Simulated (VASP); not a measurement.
Input of a VASP 6.6.1 run:

Contents of INCAR:

```
ALGO = Fast
EDIFF = 1E-7
ENCUT = 520
GGA = PS
ISIF = 2
ISMEAR = 0
LASPH = True
LCHARG = False
LREAL = False
LWAVE = False
NBANDS = 18
NELM = 60
PREC = Accurate
SIGMA = 0.1
```

Contents of KPOINTS:

```
k-points
0
Gamma
  14 14 10
```

Contents of POSCAR:

```
Y
1.0
    2.4387029084      2.4387029084      0.0000000000
   -2.5009147173      2.5009147173      0.0000000000
    0.0000000000      0.0000000000      5.0018294346
Y
2
Direct
    0.0000000000      0.0000000000      0.0000000000
    0.5000000000      0.5000000000      0.5000000000
```

Potentials or basis: VASP PAW PBE potentials, release 64 (Y_sv).

Launch:

```bash
$ cat potpaw_PBE.64/Y_sv/POTCAR > POTCAR
$ mpirun -np 1 vasp_std > vasp.out
```

Task: Predict the band gap on the k mesh.

Result: Zero (band 11 reaches 4.21 eV, above the bottom of band 12 at 2.29 eV).

Task: Predict the pressure.

Result: 0.3 GPa.

Stress tensor (GPa, compression positive):
```
0.43 0.93 0.00
0.93 0.43 0.00
0.00 0.00 0.02
```

Caveat: the cell differs from its parent crystal (uniaxial strain along a: -2.0 %); the PAW data sets were made with another functional, which shifts forces and pressure a little.
